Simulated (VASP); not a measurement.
## Ge: single point with LDA

Ge:

```
CELL_PARAMETERS angstrom
1.49791 -2.61187 0.00000
1.49791 2.61187 0.00000
0.00000 0.00000 4.75891
ATOMIC_POSITIONS crystal
Ge 0.33345 0.66655 0.25000
Ge 0.66655 0.33345 0.75000
```

This isn't the form of Ge at room conditions, which is diamond.

```yaml
Program: VASP 6.6.1
Task: single point
Functional: LDA
Potentials_or_basis: VASP PAW LDA potentials, release 64 (Ge_d)
Cutoff: 520 eV
k_mesh: 10 × 10 × 6
Occupations: fermi-dirac, width 0.05 eV
Spin: no spin polarisation
```

```json
{
  "Pressure": "-2.7 GPa",
  "Band gap on the k mesh": "zero (bands 14 and 15 overlap by 8.69 eV)"
}
```

Stress tensor (GPa, compression positive):
```
-3.50  0.00  0.00
 0.00 -3.36  0.00
 0.00  0.00 -1.29
```

Levels at points of the mesh, in eV from the Fermi level:
```tsv
k point	band 12	band 13	band 14	band 15	band 16	band 17
(0.00, 0.00, 0.00)	-7.49	-5.37	6.39	6.50	8.43	8.54
(0.50, 0.00, 0.00)	-7.04	-2.36	-1.26	-0.84	1.49	2.37
(0.50, 0.50, 0.00)	-7.08	-2.39	-1.28	-0.90	1.46	2.52
(0.00, 0.00, 0.50)	-11.55	1.81	1.81	7.49	7.49	7.59
(0.50, 0.00, 0.50)	-7.01	-4.79	-4.79	3.99	3.99	4.90
(0.50, 0.50, 0.50)	-7.09	-4.82	-4.82	4.14	4.14	4.92
```

Run time: 61 s on 1 thread of Intel Xeon 8259CL (shared host), peak memory 0.19 GiB.
